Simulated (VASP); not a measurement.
Here is a VASP 6.6.1 calculation.

The input INCAR:

```
ALGO     = Normal         # electronic algorithm
EDIFF    = 1E-6           # SCF threshold, eV
EDIFFG   = -0.01          # ionic threshold
ENCUT    = 600            # plane-wave cutoff, eV
GGA      = PE             # functional
IBRION   = 2              # ionic algorithm
ISIF     = 3              # what is computed and relaxed
ISMEAR   = 0              # smearing method
IVDW     = 12             # dispersion correction
LASPH    = True           # aspherical terms in the spheres
LCHARG   = False          # write CHGCAR
LREAL    = False          # projectors in reciprocal space
LWAVE    = False          # write WAVECAR
NELM     = 60             # most SCF steps
NSW      = 100            # ionic steps
PREC     = Accurate       # precision mode
SIGMA    = 0.1            # smearing width, eV
```

The input KPOINTS:

```
k-points
0
Gamma
  12 12 4
```

POSCAR

```
SnTe2
1.0
    4.1910939000      0.0000000000      0.0000000000
   -2.0955470000      3.6295938000      0.0000000000
    0.0000000000      0.0000000000     12.0158787000
Sn Te
2 4
Direct
    0.3333333000      0.6666667000      0.1202110000
    0.6666667000      0.3333333000      0.6202110000
    0.6666667000      0.3333333000      0.9743190000
    0.0000000000      0.0000000000      0.2712600000
    0.3333333000      0.6666667000      0.4743190000
    0.0000000000      0.0000000000      0.7712600000
```

Potentials or basis: VASP PAW PBE potentials, release 64 (Sn_d, Te).

The run is started by

```sh
$ cat potpaw_PBE.64/Sn_d/POTCAR potpaw_PBE.64/Te/POTCAR > POTCAR
$ mpirun -np 1 vasp_std > vasp.out
```

(1) Estimate the space group after relaxing (to 0.1 Å).

(2) Predict the relaxed volume.

(3) What does it give for the band gap on the k mesh?

Results:

(1) P6_3mc (No. 186).

(2) 30.45 Å³/atom.

(3) zero (bands 26 and 27 overlap by 0.62 eV).

Caveat: semilocal functionals underestimate gaps, so a narrow gap can read as zero; spin-orbit coupling is left out, which moves the levels of the heavy elements.
